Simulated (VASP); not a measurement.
## Ir: single point with PBE

Crystal: Ir.

```
CELL_PARAMETERS angstrom
0.00000 2.25835 1.42096
2.25835 0.00000 1.42096
2.25835 2.25835 0.00000
ATOMIC_POSITIONS crystal
Ir 0.00000 0.00000 0.00000
```

| Item | Value |
| --- | --- |
| Program | VASP 6.6.1 |
| Task | single point |
| Functional | PBE |
| Potentials or basis | VASP PAW PBE potentials, release 64 (Ir) |
| Cutoff | 520 eV |
| k mesh | 22 × 22 × 22 |
| Occupations | gaussian, width 0.15 eV |
| Spin | no spin polarisation |
| Dipole correction | no |
| Further INCAR settings | ALGO = Normal; EDIFF = 1e-06; NBANDS = 10 |

* Pressure: 10.7 GPa
* Band gap on the k mesh: zero (an odd number of electrons rules out a gap without spin polarisation)

Stress tensor (GPa, compression positive):
```
 21.99   0.00   0.00
  0.00  21.99   0.00
  0.00   0.00 -11.87
```

Levels at points of the mesh, in eV from the Fermi level:
| k point | band 2 | band 3 | band 4 | band 5 | band 6 | band 7 |
| --- | --- | --- | --- | --- | --- | --- |
| (0.00, 0.00, 0.00) | -4.27 | -3.01 | -3.01 | -1.65 | 0.32 | 16.26 |
| (0.50, 0.00, 0.00) | -5.75 | -0.65 | 0.34 | 0.81 | 2.26 | 8.48 |
| (0.50, 0.50, 0.00) | -6.96 | 1.45 | 1.45 | 1.97 | 6.83 | 6.83 |
| (0.50, 0.00, 0.50) | -4.39 | -1.88 | -0.50 | -0.37 | 2.07 | 7.41 |

It took 57 s on 1 thread of Intel(R) Xeon(R) Platinum 8559C (Emerald Rapids), on a shared host, peak memory 0.24 GiB.

Caveat: the cell stands under pressure; spin-orbit coupling is left out, which moves the levels of the heavy elements.
